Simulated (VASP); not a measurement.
H11C2NO4, 18 atoms in the cell. The cell holds an amorphous packing of atoms, 18 atoms: a = 5.491 Å, b = 5.491 Å, c = 5.491 Å, α = 90.00°, β = 90.00°, γ = 90.00°. 

```yaml
Program: VASP 6.6.1
Task: single point
Functional: PBE
Dispersion: D3(BJ)
Potentials_or_basis: VASP PAW PBE potentials, release 64 (O, H, C, N)
Cutoff: 520 eV
k_mesh: 1 × 1 × 1
Occupations: fermi-dirac, width 0.05 eV
Spin: no spin polarisation
Dipole_correction: no
Further_INCAR_settings: ALGO = Normal; EDIFF = 1e-06; NBANDS = 39
```

Potentials or basis: VASP PAW PBE potentials, release 64 (O, H, C, N).

The run is started by

```bash
$ cat potpaw_PBE.64/O/POTCAR potpaw_PBE.64/H/POTCAR potpaw_PBE.64/C/POTCAR potpaw_PBE.64/N/POTCAR > POTCAR
$ mpirun -np 1 vasp_gam > vasp.out
```

Hardware: 1 thread of Intel(R) Xeon(R) 6975P-C (Granite Rapids), on a shared host.

Estimate the wall time of this run.

Wall time 9.3 s on 1 thread of Intel(R) Xeon(R) 6975P-C (Granite Rapids), with other jobs on the host, peak memory 0.24 GiB. Counts: scf iterations 16, k points 1.
